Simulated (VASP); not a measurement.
CuO: single point with PBEsol

The system is CuO.

```
CELL_PARAMETERS angstrom
1.99097 -2.15355 0.00000
1.99097 2.15355 0.00000
0.00000 0.00000 5.15593
ATOMIC_POSITIONS crystal
Cu 0.00000 0.50000 0.00000
Cu 0.50000 0.00000 0.50000
O 0.50000 0.50000 0.25000
O 0.50000 0.50000 0.75000
```

```yaml
Program: VASP 6.6.1
Task: single point
Functional: PBEsol
Potentials_or_basis: VASP PAW PBE potentials, release 64 (Cu, O)
Cutoff: 520 eV
k_mesh: 14 × 14 × 8
Occupations: gaussian, width 0.1 eV
Spin: no spin polarisation
```

```
Pressure               : -5.4 GPa
Band gap on the k mesh : zero (bands 17 and 18 overlap by 1.10 eV)
```

Stress tensor (GPa, compression positive):
```
-4.08  0.00  0.00
 0.00 -5.53  0.00
 0.00  0.00 -6.65
```

Levels at points of the mesh, in eV from the Fermi level:
| k point | band 15 | band 16 | band 17 | band 18 | band 19 | band 20 |
| --- | --- | --- | --- | --- | --- | --- |
| (0.00, 0.00, 0.00) | -2.29 | -1.89 | 0.58 | 0.76 | 1.36 | 5.99 |
| (0.50, 0.00, 0.00) | -1.56 | -1.50 | 0.21 | 0.45 | 3.61 | 5.87 |
| (0.50, 0.50, 0.00) | -1.63 | -1.21 | -1.15 | 1.12 | 2.10 | 7.18 |
| (0.00, 0.00, 0.50) | -1.54 | -1.54 | 0.10 | 0.10 | 3.43 | 3.43 |
| (0.50, 0.00, 0.50) | -1.99 | -1.82 | -0.17 | 0.67 | 4.27 | 5.86 |
| (0.50, 0.50, 0.50) | -1.40 | -1.40 | -0.53 | -0.53 | 3.97 | 3.97 |

Run time: 2.2 min on 1 thread of Intel(R) Xeon(R) Platinum 8488C (Sapphire Rapids), on a shared host, peak memory 0.36 GiB.

Caveat: the cell stands under tension; the PAW data sets were made with another functional, which shifts forces and pressure a little; semilocal functionals often make such compounds metallic where correlation or magnetic order opens a gap, which also shifts bond lengths. With open d or f shells a metallic result of PBEsol can be an artefact of self-interaction; +U or a hybrid may open a gap.
